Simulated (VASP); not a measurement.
# VH2 (Fm-3m) in VASP: a series of runs

VH2 is run at these levels: PBEsol; tasks: single point.

All numbers are computed with VASP 6.6.1; they aren't measurements. Logs are shortened: lines on timing, memory, paths and dates and some standing lists are left out, and cuts for length are marked.

## Step 1: The cell of the first run

It takes space group Fm-3m (No. 225, cubic). Conventional cell: a = 4.271 Å, b = 4.271 Å, c = 4.271 Å, α = 90.00°, β = 90.00°, γ = 90.00°. Within 2.5 Å of V (site symmetry m-3m) lie 8 H at 1.85 Å. Within 2.5 Å of H (site symmetry -43m) lie 4 V at 1.85 Å and 6 H at 2.14 Å.

## Step 2: Single point, PBEsol, collinear spin, zero start

Contents of INCAR:

```
SYSTEM = VH2
  ALGO = Normal
  EDIFF = 1E-6
  ENCUT = 500
  GGA = PS
  GGA_COMPAT = .FALSE.
  ISIF = 2
  ISMEAR = 1
  ISPIN = 2
  LASPH = .TRUE.
  LCHARG = .FALSE.
  LMAXMIX = 4
  LORBIT = 11
  LREAL = .FALSE.
  LWAVE = .FALSE.
  MAGMOM = 0 0 0
  NBANDS = 18
  NELM = 200
  NUPDOWN = 0.0
  PREC = Accurate
  SIGMA = 0.1
```

Contents of KPOINTS:

```
k-points
0
G
  5 5 5
  0 0 0
```

Contents of POSCAR:

```
VH2
1.0
    0.0000000000      2.1355000000      2.1355000000
    2.1355000000      0.0000000000      2.1355000000
    2.1355000000      2.1355000000      0.0000000000
V H
1 2
Direct
    0.0000000000      0.0000000000      0.0000000000
    0.2500000000      0.2500000000      0.2500000000
    0.7500000000      0.7500000000      0.7500000000
```

Potentials or basis: VASP PAW PBE potentials, release 64 (V_sv, H).

On the command line:

```
> cat potpaw_PBE.64/V_sv/POTCAR potpaw_PBE.64/H/POTCAR > POTCAR
> mpirun -np 1 vasp_std > vasp.out
```

OUTCAR:

```text
SYSTEM = VH2
   EDIFF = 1E-6
   ENCUT = 500
   GGA = PS
   ISIF = 2
   ISMEAR = 1
   ISPIN = 2
   LASPH = .TRUE.
   LORBIT = 11
   LREAL = .FALSE.
   NELM = 200
   NUPDOWN = 0.0
   PREC = Accurate

 ion  position               nearest neighbor table
   1  0.000  0.000  0.000-   3 1.85   3 1.85   3 1.85   2 1.85   2 1.85   2 1.85   3 1.85   2 1.85

   2  0.250  0.250  0.250-   1 1.85   1 1.85   1 1.85   1 1.85
   3  0.750  0.750  0.750-   1 1.85   1 1.85   1 1.85   1 1.85

  LATTYP: Found a face centered cubic cell.
 ALAT       =     4.2710000000

  Lattice vectors:

 A1 = (   0.0000000000,   2.1355000000,   2.1355000000)
 A2 = (   2.1355000000,   0.0000000000,   2.1355000000)
 A3 = (   2.1355000000,   2.1355000000,   0.0000000000)

Analysis of symmetry for initial positions (statically):
=====================================================================
 Subroutine PRICEL returns:
 Original cell was already a primitive cell.

 Routine SETGRP: Setting up the symmetry group for a
 face centered cubic supercell.

 Subroutine GETGRP returns: Found 48 space group operations
 (whereof 48 operations were pure point group operations)
 out of a pool of 48 trial point group operations.

The static configuration has the point symmetry O_h .

Analysis of symmetry for dynamics (positions and initial velocities):
=====================================================================
 Subroutine PRICEL returns:
 Original cell was already a primitive cell.

 Routine SETGRP: Setting up the symmetry group for a
 face centered cubic supercell.

 Subroutine GETGRP returns: Found 48 space group operations
 (whereof 48 operations were pure point group operations)
 out of a pool of 48 trial point group operations.

The dynamic configuration has the point symmetry O_h .

Analysis of structural, dynamic, and magnetic symmetry:
=====================================================================
 Subroutine PRICEL returns:
 Original cell was already a primitive cell.

 Routine SETGRP: Setting up the symmetry group for a
 face centered cubic supercell.

 Subroutine GETGRP returns: Found 48 space group operations
 (whereof 48 operations were pure point group operations)
 out of a pool of 48 trial point group operations.

The overall configuration has the point symmetry O_h .

 Subroutine INISYM returns: Found 48 space group operations
 (whereof 48 operations are pure point group operations),
 and found     1 'primitive' translations

----------------------------------------------------------------------------------------

                                     Primitive cell

  volume of cell :      19.4773

  direct lattice vectors                    reciprocal lattice vectors
     0.000000000  2.135500000  2.135500000    -0.234137204  0.234137204  0.234137204
     2.135500000  0.000000000  2.135500000     0.234137204 -0.234137204  0.234137204
     2.135500000  2.135500000  0.000000000     0.234137204  0.234137204 -0.234137204

  length of vectors
     3.020053062  3.020053062  3.020053062     0.405537534  0.405537534  0.405537534

  position of ions in fractional coordinates (direct lattice)
     0.000000000  0.000000000  0.000000000
     0.250000000  0.250000000  0.250000000
     0.750000000  0.750000000  0.750000000

  ion indices of the primitive-cell ions
   primitive index   ion index
                 1           1
                 2           2
                 3           3

----------------------------------------------------------------------------------------

 KPOINTS: k-points

Automatic generation of k-mesh.
 Grid dimensions read from file:
 generate k-points for:    5    5    5

 Generating k-lattice:

  Cartesian coordinates                     Fractional coordinates (reciprocal lattice)
    -0.046827441  0.046827441  0.046827441     0.200000000  0.000000000  0.000000000
     0.046827441 -0.046827441  0.046827441     0.000000000  0.200000000  0.000000000
     0.046827441  0.046827441 -0.046827441     0.000000000  0.000000000  0.200000000

  Length of vectors
     0.081107507  0.081107507  0.081107507

  Shift w.r.t. Gamma in fractional coordinates (k-lattice)
     0.000000000  0.000000000  0.000000000

 Subroutine IBZKPT returns following result:
 ===========================================

 Found     10 irreducible k-points:

 Following reciprocal coordinates:
            Coordinates               Weight
  0.000000  0.000000  0.000000      1.000000
  0.200000  0.000000  0.000000      8.000000
  0.400000  0.000000  0.000000      8.000000
  0.200000  0.200000  0.000000      6.000000
  0.400000  0.200000  0.000000     24.000000
 -0.400000  0.200000  0.000000     24.000000
 -0.200000  0.200000  0.000000     12.000000
  0.400000  0.400000  0.000000      6.000000
 -0.400000  0.400000  0.000000     12.000000
 -0.400000  0.400000  0.200000     24.000000
   k-points           NKPTS =     10   k-points in BZ     NKDIM =     10   number of bands    NBANDS=     18
   number of dos      NEDOS =    301   number of ions     NIONS =      3
   total plane-waves  NPLWV =  13824
   dimension x,y,z NGX =    24 NGY =   24 NGZ =   24
   dimension x,y,z NGXF=    48 NGYF=   48 NGZF=   48
   ions per type =               1   2
   NGX,Y,Z   is equivalent  to a cutoff of  13.21, 13.21, 13.21 a.u.
   NGXF,Y,Z  is equivalent  to a cutoff of  26.42, 26.42, 26.42 a.u.
 SYSTEM =  VH2
   PREC   = accura    normal or accurate (medium, high low for compatibility)
   ISTART =      0    job   : 0-new  1-cont  2-samecut
   ICHARG =      2    charge: 1-file 2-atom 10-const
   ISPIN  =      2    spin polarized calculation?
   LNONCOLLINEAR =      F non collinear calculations
   LSORBIT =      F    spin-orbit coupling
   LASPH  =      T    aspherical Exc in radial PAW
   ENCUT  =  500.0 eV  36.75 Ry    6.06 a.u.   5.51  5.51  5.51*2*pi/ulx,y,z
   NELM   =    200;   NELMIN=  2; NELMDL= -5     # of ELM steps
   EDIFF  = 0.1E-05   stopping-criterion for ELM
   LREAL  =      F    real-space projection
   EDIFFG = 0.1E-04   stopping-criterion for IOM
   NSW    =      0    number of steps for IOM
   IBRION =     -1    ionic relax: 0-MD 1-quasi-New 2-CG
   NFREE  =      0    steps in history (QN), initial steepest desc. (CG)
   ISIF   =      2    stress and relaxation
   ISYM   =      2    0-nonsym 1-usesym 2-fastsym
   POTIM  = 0.5000    time-step for ionic-motion
   TEBEG  =    0.0;   TEEND  =   0.0 temperature during run
   PSTRESS=    0.0 pullay stress
   NELECT =      15.0000    total number of electrons
   NUPDOWN=       0.0000    fix difference up-down
   EMIN   =  10.00;   EMAX   =-10.00  energy-range for DOS
   EFERMI =   0.00;   METHOD = LEGACY
   ISMEAR =     1;   SIGMA  =   0.10  broadening in eV -4-tet -1-fermi 0-gaus
   EFERMI_NEDOS =   21; number of points for ismear=-14 and -15
   IALGO  =     38    algorithm
   IMIX   =      4    mixing-type and parameters
     AMIX     =   0.40;   BMIX     =  1.00
     AMIX_MAG =   1.60;   BMIX_MAG =  1.00
  volume/ion in A,a.u.               =       6.49        43.81
  Fermi-wavevector in a.u.,A,eV,Ry     =   1.500591  2.835706 30.637237  2.251773
  Thomas-Fermi vector in A             =   2.612072
   LORBIT       =     11    0 simple, 1 ext, 2 COOP (PROOUT), +10 PAW based schemes
   GGA     = PS    functional components
   LHFCALC =     F    Hartree Fock is set to
   AEXX    =    0.0000 exact exchange contribution
   IVDW    =     0    specifies the selected vdW correction
   LEPSILON=     F    determine dielectric tensor
   LRPA    =     F    only Hartree local field effects (RPA)
 spin polarized calculation
 Methfessel and Paxton  Order N= 1 SIGMA  =   0.10
  energy-cutoff  :      500.00
  volume of cell :       19.48
 maximum number of plane-waves:       531
 NGX is ok and might be reduce to    24
   NGX = 11   NGY = 11   NGZ = 11

 number of electron      15.0000005 magnetization      -0.0000000

 number of electron      15.0000005 magnetization       0.0000000

 Free energy of the ion-electron system (eV)
  ---------------------------------------------------
  ext. energy  EPLUGINS =         0.00000000
  ---------------------------------------------------
  free energy    TOTEN  =       -16.97481160 eV

  energy without entropy =      -16.97297765  energy(sigma->0) =      -16.97420029

 E-fermi :   7.8294     XC(G=0): -12.2848

 val. band max:        7.7193586525   @ k =  -0.4000   0.2000   0.0000
 cond. band min:       7.8508693544   @ k =   0.4000   0.2000   0.0000
 fundamental gap:      0.1315107020
 Fermi energy:         7.8293785418

 spin component 1

 k-point     1 :       0.0000    0.0000    0.0000
  band No.  band energies     occupation
      1     -56.3800      1.00000
      2     -30.1873      1.00000
      3     -30.1873      1.00000
      4     -30.1873      1.00000
      5      -3.3605      1.00000
      6       6.9888      1.00000
[... 10 lines left out ...]
     17      27.1603      0.00000
     18      27.1603      0.00000
[... 171 lines left out ...]
      1     -56.3205      1.00000
      2     -30.4397      1.00000
      3     -30.3590      1.00000
      4     -30.2811      1.00000
      5       1.4748      1.00000
      6       2.0466      1.00000
[... 10 lines left out ...]
     17      32.6264      0.00000
     18      34.4141      0.00000
 Fermi energy:         7.8293810194

 spin component 2

 k-point     1 :       0.0000    0.0000    0.0000
  band No.  band energies     occupation
      1     -56.3800      1.00000
      2     -30.1873      1.00000
      3     -30.1873      1.00000
      4     -30.1873      1.00000
      5      -3.3605      1.00000
      6       6.9888      1.00000
[... 10 lines left out ...]
     17      27.1603      0.00000
     18      27.1603      0.00000
[... 172 lines left out ...]
      2     -30.4397      1.00000
      3     -30.3590      1.00000
      4     -30.2811      1.00000
      5       1.4748      1.00000
      6       2.0466      1.00000
[... 10 lines left out ...]
     17      32.6264      0.00000
     18      34.4142      0.00000

------------------------ aborting loop because EDIFF is reached ----------------------------------------

  FORCE on cell =-STRESS in cart. coord.  units (eV):
  Direction    XX          YY          ZZ          XY          YZ          ZX
  --------------------------------------------------------------------------------------
  -------------------------------------------------------------------------------------
  Total       -1.4605408     -1.4605408     -1.4605408     -0.0000000     -0.0000000      0.0000000
  in kB     -120.1421939   -120.1421939   -120.1421939     -0.0000000     -0.0000000      0.0000000
  external PRESSURE =    -120.1421939 kB  Pullay stress =       0.0000000 kB

 VOLUME and BASIS-vectors are now :
 -----------------------------------------------------------------------------
  energy-cutoff  :      500.00
  volume of cell :       19.48
      direct lattice vectors                 reciprocal lattice vectors
     0.000000000  2.135500000  2.135500000    -0.234137204  0.234137204  0.234137204
     2.135500000  0.000000000  2.135500000     0.234137204 -0.234137204  0.234137204
     2.135500000  2.135500000  0.000000000     0.234137204  0.234137204 -0.234137204

 POSITION                                       TOTAL-FORCE (eV/Angst)
 -----------------------------------------------------------------------------------
      0.00000      0.00000      0.00000        -0.000000     -0.000000     -0.000000
      1.06775      1.06775      1.06775         0.000000      0.000000      0.000000
      3.20325      3.20325      3.20325        -0.000000     -0.000000     -0.000000
 -----------------------------------------------------------------------------------
    total drift:                               -0.000000      0.000000      0.000000

  FREE ENERGIE OF THE ION-ELECTRON SYSTEM (eV)
  ---------------------------------------------------
  free  energy   TOTEN  =       -16.9748116016 eV

  energy  without entropy=      -16.9729776535  energy(sigma->0) =      -16.97420029

 total charge

# of ion       s       p       d       tot
------------------------------------------
    1        2.210   6.216   3.160  11.586
    2        0.561   0.026   0.000   0.587
    3        0.561   0.026   0.000   0.587
--------------------------------------------------
tot          3.331   6.268   3.160  12.759

 magnetization (x)

# of ion       s       p       d       tot
------------------------------------------
    1        0.000  -0.000   0.000   0.000
    2       -0.000  -0.000   0.000  -0.000
    3       -0.000  -0.000   0.000  -0.000
--------------------------------------------------
tot         -0.000  -0.000   0.000   0.000
```

Wall time 15 s (1 thread of Intel Xeon 8259CL, shared host); peak memory 0.15 GiB.

What came out:

```yaml
Free_energy: -16.9748 eV
Pressure: -12.0 GPa
Net_moment: 0.00 μB per cell
Valence_electrons_inside_the_program's_atomic_spheres: V 11.59; H 0.59
```

Caveat: the k points lie up to 0.51 Å⁻¹ apart; the PAW data sets were made with another functional, which shifts forces and pressure a little; the total moment is fixed, so each spin has its own Fermi level.

## Step 3: Single point, PBEsol, collinear spin, ferromagnetic start

Contents of INCAR:

```
PREC = Accurate ; ENCUT = 500
EDIFF = 1E-6 ; ISMEAR = 1
SIGMA = 0.1 ; LREAL = F
LASPH = T ; NELM = 200
ALGO = Normal ; ISIF = 2
LWAVE = F ; LCHARG = F
ISPIN = 2 ; MAGMOM = 0.3 0.01 0.01
LORBIT = 11 ; NUPDOWN = 0.4
LMAXMIX = 4 ; GGA = PS
NBANDS = 18 ; GGA_COMPAT = F
```

Contents of KPOINTS:

```
regular mesh
0
Gamma
  5 5 5
```

POSCAR is that of step 2.

Potentials or basis: VASP PAW PBE potentials, release 64 (V_sv, H).

On the command line:

```
> cat potpaw_PBE.64/V_sv/POTCAR potpaw_PBE.64/H/POTCAR > POTCAR
> mpirun -np 1 vasp_std > vasp.out
```

Wall time 17 s (1 thread of Intel Xeon 8259CL, shared host); peak memory 0.15 GiB.

The run converged. Its results:

| Item | Value |
| --- | --- |
| Free energy | -16.9855 eV |
| Pressure | -11.6 GPa |
| Net moment | 0.40 μB per cell |
| Site moments | V +0.38; H -0.00 μB |
| Valence electrons inside the program's atomic spheres | V 11.59; H 0.59 |

Caveat: the k points lie up to 0.51 Å⁻¹ apart; the PAW data sets were made with another functional, which shifts forces and pressure a little; the total moment is fixed, so each spin has its own Fermi level.

(Part 1 of 3 ends here.)
